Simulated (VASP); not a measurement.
# BaTiO3 (Pm-3m) in VASP: further runs

Runs on BaTiO3. Level: r2SCAN. Tasks: relaxation of the atoms.

Everything below comes from runs of VASP 6.6.1. Logs are shortened: lines on timing, memory, paths and dates and some standing lists are left out, and cuts for length are marked.

**1. The cell of the first run**

The structure is cubic, space group Pm-3m (No. 221). Conventional cell: a = 3.940 Å, b = 3.940 Å, c = 3.940 Å, α = 90.00°, β = 90.00°, γ = 90.00°. Ba (site symmetry m-3m) has 12 O at 2.79 Å and 8 Ti at 3.41 Å within 3.7 Å. Within 2.6 Å of Ti (site symmetry m-3m) lie 6 O at 1.97 Å. O (site symmetry 4/mmm) has 2 Ti at 1.97 Å within 2.6 Å.

**2. Relaxation of the atoms, r2SCAN**

POSCAR reads:

```
BaTiO3
1.0
    3.9404384800      0.0000000000      0.0000000000
    0.0000000000      3.9404384800      0.0000000000
    0.0000000000      0.0000000000      3.9404384800
Ba Ti O
1 1 3
Direct
    0.5000000000      0.5000000000      0.5000000000
    0.0000000000      0.0000000000      0.0000000000
    0.5000000000      0.0000000000      0.0000000000
    0.0000000000      0.5000000000      0.0000000000
    0.0000000000      0.0000000000      0.5000000000
```

INCAR.step1 reads:

```
ALGO = Normal ; EDIFF = 1E-4
ENCUT = 520 ; GGA = PE
ISMEAR = -1 ; LASPH = T
LCHARG = F ; LREAL = F
LWAVE = T ; NELM = 80
PREC = Accurate ; SIGMA = 0.02
```

INCAR.step2 reads:

```
ALGO = Normal ; EDIFF = 1E-6
EDIFFG = -0.01 ; ENCUT = 520
IBRION = 2 ; ISIF = 2
ISMEAR = -1 ; ISTART = 1
LASPH = T ; LCHARG = F
LMIXTAU = T ; LREAL = F
LWAVE = F ; METAGGA = R2SCAN
NELM = 80 ; NSW = 50
PREC = Accurate ; SIGMA = 0.02
```

KPOINTS reads:

```
k-points
0
Gamma
  8 8 8
```

Potentials or basis: VASP PAW PBE potentials, release 64 (Ba_sv, Ti_sv, O).

Command:

```sh
cat potpaw_PBE.64/Ba_sv/POTCAR potpaw_PBE.64/Ti_sv/POTCAR potpaw_PBE.64/O/POTCAR > POTCAR
cp INCAR.step1 INCAR
mpirun -np 1 vasp_std > vasp.out
cp INCAR.step2 INCAR
mpirun -np 1 vasp_std > vasp.out
```

OUTCAR:

```text
EDIFF = 1E-6
   EDIFFG = -0.01
   ENCUT = 520
   IBRION = 2
   ISIF = 2
   ISMEAR = -1
   ISTART = 1
   LASPH = T
   LREAL = F
   METAGGA = R2SCAN
   NELM = 80
   NSW = 50
   PREC = Accurate

 ion  position               nearest neighbor table
   1  0.500  0.500  0.500-   3 2.79   4 2.79   5 2.79   3 2.79   4 2.79   3 2.79   5 2.79   3 2.79
                             4 2.79   5 2.79   4 2.79   5 2.79   2 3.41   2 3.41   2 3.41   2 3.41
   2  0.000  0.000  0.000-   3 1.97   4 1.97   5 1.97   5 1.97   4 1.97   3 1.97   1 3.41   1 3.41
                             1 3.41   1 3.41   1 3.41   1 3.41   1 3.41   1 3.41
   3  0.500  0.000  0.000-   2 1.97   2 1.97   1 2.79   1 2.79   1 2.79   1 2.79
   4  0.000  0.500  0.000-   2 1.97   2 1.97   1 2.79   1 2.79   1 2.79   1 2.79
   5  0.000  0.000  0.500-   2 1.97   2 1.97   1 2.79   1 2.79   1 2.79   1 2.79

  LATTYP: Found a simple cubic cell.
 ALAT       =     3.9404384800

  Lattice vectors:

 A1 = (   3.9404384800,   0.0000000000,   0.0000000000)
 A2 = (   0.0000000000,   3.9404384800,   0.0000000000)
 A3 = (   0.0000000000,   0.0000000000,   3.9404384800)

Analysis of symmetry for initial positions (statically):
=====================================================================
 Subroutine PRICEL returns:
 Original cell was already a primitive cell.

 Routine SETGRP: Setting up the symmetry group for a
 simple cubic supercell.

 Subroutine GETGRP returns: Found 48 space group operations
 (whereof 48 operations were pure point group operations)
 out of a pool of 48 trial point group operations.

The static configuration has the point symmetry O_h .

Analysis of symmetry for dynamics (positions and initial velocities):
=====================================================================
 Subroutine PRICEL returns:
 Original cell was already a primitive cell.

 Routine SETGRP: Setting up the symmetry group for a
 simple cubic supercell.

 Subroutine GETGRP returns: Found 48 space group operations
 (whereof 48 operations were pure point group operations)
 out of a pool of 48 trial point group operations.

The dynamic configuration has the point symmetry O_h .

 Subroutine INISYM returns: Found 48 space group operations
 (whereof 48 operations are pure point group operations),
 and found     1 'primitive' translations

----------------------------------------------------------------------------------------

                                     Primitive cell

  volume of cell :      61.1834

  direct lattice vectors                    reciprocal lattice vectors
     3.940438480  0.000000000  0.000000000     0.253778864  0.000000000  0.000000000
     0.000000000  3.940438480  0.000000000     0.000000000  0.253778864  0.000000000
     0.000000000  0.000000000  3.940438480     0.000000000  0.000000000  0.253778864

  length of vectors
     3.940438480  3.940438480  3.940438480     0.253778864  0.253778864  0.253778864

  position of ions in fractional coordinates (direct lattice)
     0.500000000  0.500000000  0.500000000
     0.000000000  0.000000000  0.000000000
     0.500000000  0.000000000  0.000000000
     0.000000000  0.500000000  0.000000000
     0.000000000  0.000000000  0.500000000

  ion indices of the primitive-cell ions
   primitive index   ion index
                 1           1
                 2           2
                 3           3
                 4           4
                 5           5

----------------------------------------------------------------------------------------

 KPOINTS: k-points

Automatic generation of k-mesh.
 Grid dimensions read from file:
 generate k-points for:    8    8    8

 Generating k-lattice:

  Cartesian coordinates                     Fractional coordinates (reciprocal lattice)
     0.031722358  0.000000000  0.000000000     0.125000000  0.000000000  0.000000000
     0.000000000  0.031722358  0.000000000     0.000000000  0.125000000  0.000000000
     0.000000000  0.000000000  0.031722358     0.000000000  0.000000000  0.125000000

  Length of vectors
     0.031722358  0.031722358  0.031722358

  Shift w.r.t. Gamma in fractional coordinates (k-lattice)
     0.000000000  0.000000000  0.000000000

 Subroutine IBZKPT returns following result:
 ===========================================

 Found     35 irreducible k-points:

 Following reciprocal coordinates:
            Coordinates               Weight
  0.000000  0.000000  0.000000      1.000000
  0.125000  0.000000  0.000000      6.000000
  0.250000  0.000000  0.000000      6.000000
  0.375000  0.000000  0.000000      6.000000
  0.500000  0.000000  0.000000      3.000000
  0.125000  0.125000  0.000000     12.000000
[... 16 lines left out ...]
  0.375000  0.375000  0.125000     24.000000
  0.500000  0.375000  0.125000     24.000000
 [... further k-points ...]
   k-points           NKPTS =     35   k-points in BZ     NKDIM =     35   number of bands    NBANDS=     24
   number of dos      NEDOS =    301   number of ions     NIONS =      5
   total plane-waves  NPLWV =  27000
   dimension x,y,z NGX =    30 NGY =   30 NGZ =   30
   dimension x,y,z NGXF=    60 NGYF=   60 NGZF=   60
   ions per type =               1   1   3
   NGX,Y,Z   is equivalent  to a cutoff of  12.66, 12.66, 12.66 a.u.
   NGXF,Y,Z  is equivalent  to a cutoff of  25.31, 25.31, 25.31 a.u.
 SYSTEM =  unknown system
   PREC   = accura    normal or accurate (medium, high low for compatibility)
   ISTART =      1    job   : 0-new  1-cont  2-samecut
   ICHARG =      0    charge: 1-file 2-atom 10-const
   ISPIN  =      1    spin polarized calculation?
   LNONCOLLINEAR =      F non collinear calculations
   LSORBIT =      F    spin-orbit coupling
   LASPH  =      T    aspherical Exc in radial PAW
   ENCUT  =  520.0 eV  38.22 Ry    6.18 a.u.   7.33  7.33  7.33*2*pi/ulx,y,z
   NELM   =     80;   NELMIN=  2; NELMDL=  0     # of ELM steps
   EDIFF  = 0.1E-05   stopping-criterion for ELM
   LREAL  =      F    real-space projection
   EDIFFG = -.1E-01   stopping-criterion for IOM
   NSW    =     50    number of steps for IOM
   IBRION =      2    ionic relax: 0-MD 1-quasi-New 2-CG
   NFREE  =      1    steps in history (QN), initial steepest desc. (CG)
   ISIF   =      2    stress and relaxation
   ISYM   =      2    0-nonsym 1-usesym 2-fastsym
   POTIM  = 0.5000    time-step for ionic-motion
   TEBEG  =    0.0;   TEEND  =   0.0 temperature during run
   PSTRESS=    0.0 pullay stress
   NELECT =      40.0000    total number of electrons
   NUPDOWN=      -1.0000    fix difference up-down
   EMIN   =  10.00;   EMAX   =-10.00  energy-range for DOS
   EFERMI =   0.00;   METHOD = LEGACY
   ISMEAR =    -1;   SIGMA  =   0.02  broadening in eV -4-tet -1-fermi 0-gaus
   EFERMI_NEDOS =   21; number of points for ismear=-14 and -15
   IALGO  =     38    algorithm
   IMIX   =      4    mixing-type and parameters
     AMIX     =   0.40;   BMIX     =  1.00
     AMIX_MAG =   1.60;   BMIX_MAG =  1.00
  volume/ion in A,a.u.               =      12.24        82.58
  Fermi-wavevector in a.u.,A,eV,Ry     =   1.420857  2.685030 27.467901  2.018834
  Thomas-Fermi vector in A             =   2.541728
   LORBIT       =      0    0 simple, 1 ext, 2 COOP (PROOUT), +10 PAW based schemes
   METAGGA = R2SCAN    functional components
   LHFCALC =     F    Hartree Fock is set to
   AEXX    =    0.0000 exact exchange contribution
   IVDW    =     0    specifies the selected vdW correction
   LEPSILON=     F    determine dielectric tensor
   LRPA    =     F    only Hartree local field effects (RPA)
 conjugate gradient relaxation of ions
 non-spin polarized calculation
  energy-cutoff  :      520.00
  volume of cell :       61.18
 maximum number of plane-waves:      1671
 NGX is ok and might be reduce to    30
   NGX = 15   NGY = 15   NGZ = 15

 number of electron      39.9999988 magnetization

 Free energy of the ion-electron system (eV)
  ---------------------------------------------------
  ext. energy  EPLUGINS =         0.00000000
  ---------------------------------------------------
  free energy    TOTEN  =       -74.13214509 eV

  energy without entropy =      -74.13214509  energy(sigma->0) =      -74.13214509

 E-fermi :   4.4300     XC(G=0): -12.1881

 val. band max:        3.9017740405   @ k =   0.5000   0.5000   0.5000
 cond. band min:       6.1466430664   @ k =   0.0000   0.0000   0.0000
 fundamental gap:      2.2448690259
 Fermi energy:         4.4299804935

 k-point     1 :       0.0000    0.0000    0.0000
  band No.  band energies     occupation
      1     -54.7569      2.00000
      2     -29.9451      2.00000
      3     -29.9451      2.00000
      4     -29.9451      2.00000
      5     -21.4705      2.00000
      6     -14.0563      2.00000
[... 16 lines left out ...]
     23       6.1467      0.00000
     24       8.4149      0.00000

 k-point     2 :       0.1250    0.0000    0.0000
  band No.  band energies     occupation
      1     -54.7567      2.00000
      2     -29.9560      2.00000
      3     -29.9448      2.00000
      4     -29.9448      2.00000
      5     -21.4467      2.00000
      6     -14.0731      2.00000
[... 16 lines left out ...]
     23       6.4765      0.00000
     24       8.4182      0.00000

 k-point     3 :       0.2500    0.0000    0.0000
  band No.  band energies     occupation
      1     -54.7562      2.00000
      2     -29.9821      2.00000
      3     -29.9438      2.00000
      4     -29.9438      2.00000
      5     -21.3880      2.00000
      6     -14.1752      2.00000
[... 16 lines left out ...]
     23       7.1620      0.00000
     24       8.4235      0.00000
[... 514 lines left out ...]
 k-point    23 :       0.3750    0.3750    0.1250
  band No.  band energies     occupation
      1     -54.7541      2.00000
      2     -30.0042      2.00000
      3     -30.0036      2.00000
      4     -29.9513      2.00000
      5     -21.2200      2.00000
      6     -13.8483      2.00000
[... 16 lines left out ...]
     23       8.2644      0.00000
     24       9.8496      0.00000

 k-point    24 :       0.5000    0.3750    0.1250
  band No.  band energies     occupation
      1     -54.7539      2.00000
      2     -30.0143      2.00000
      3     -30.0033      2.00000
      4     -29.9509      2.00000
      5     -21.2038      2.00000
      6     -13.7982      2.00000
[... 16 lines left out ...]
     23       8.4077      0.00000
     24       9.8821      0.00000

 [... further k-points ...]

------------------------ aborting loop because EDIFF is reached ----------------------------------------

  FORCE on cell =-STRESS in cart. coord.  units (eV):
  Direction    XX          YY          ZZ          XY          YZ          ZX
  --------------------------------------------------------------------------------------
  -------------------------------------------------------------------------------------
  Total        3.9594147      3.9594147      3.9594147     -0.0000000     -0.0000000      0.0000000
  in kB      103.6830859    103.6830859    103.6830859     -0.0000000     -0.0000000      0.0000000
  external PRESSURE =     103.6830859 kB  Pullay stress =       0.0000000 kB

 VOLUME and BASIS-vectors are now :
 -----------------------------------------------------------------------------
  energy-cutoff  :      520.00
  volume of cell :       61.18
      direct lattice vectors                 reciprocal lattice vectors
     3.940438480  0.000000000  0.000000000     0.253778864  0.000000000  0.000000000
     0.000000000  3.940438480  0.000000000     0.000000000  0.253778864  0.000000000
     0.000000000  0.000000000  3.940438480     0.000000000  0.000000000  0.253778864

 POSITION                                       TOTAL-FORCE (eV/Angst)
 -----------------------------------------------------------------------------------
      1.97022      1.97022      1.97022         0.000000      0.000000      0.000000
      0.00000      0.00000      0.00000         0.000000      0.000000      0.000000
      1.97022      0.00000      0.00000         0.000000      0.000000      0.000000
      0.00000      1.97022      0.00000         0.000000      0.000000      0.000000
      0.00000      0.00000      1.97022         0.000000      0.000000      0.000000
 -----------------------------------------------------------------------------------
    total drift:                                0.000000     -0.000000      0.000000

  FREE ENERGIE OF THE ION-ELECTRON SYSTEM (eV)
  ---------------------------------------------------
  free  energy   TOTEN  =       -74.1321450880 eV

  energy  without entropy=      -74.1321450880  energy(sigma->0) =      -74.13214509

 reached required accuracy - stopping structural energy minimisation
```

It took 79 s on 1 thread of Intel Xeon 6975P-C (Granite Rapids), shared host; peak memory 0.2 GiB.

Results:

| Quantity | Value |
| --- | --- |
| Free energy | -74.1321 eV |
| Pressure after relaxing | 10.4 GPa |
| Band gap on the k mesh | 2.24 eV (least direct gap 2.35 eV) |

Final structure:
```
Ba Ti O
1.0
     3.94044    0.00000    0.00000
     0.00000    3.94044    0.00000
     0.00000    0.00000    3.94044
Ba Ti O
1 1 3
Direct
  0.50000 0.50000 0.50000
  0.00000 0.00000 0.00000
  0.50000 0.00000 0.00000
  0.00000 0.50000 0.00000
  0.00000 0.00000 0.50000
```

Caveat: the relaxation stopped at its first step, so nothing moved; the PAW data sets were made with another functional, which shifts forces and pressure a little; spin-orbit coupling is left out, which moves the levels of the heavy elements. r2SCAN opens gaps a little over a GGA but as a rule still falls short of measured ones.

[end of part 1 of 3]
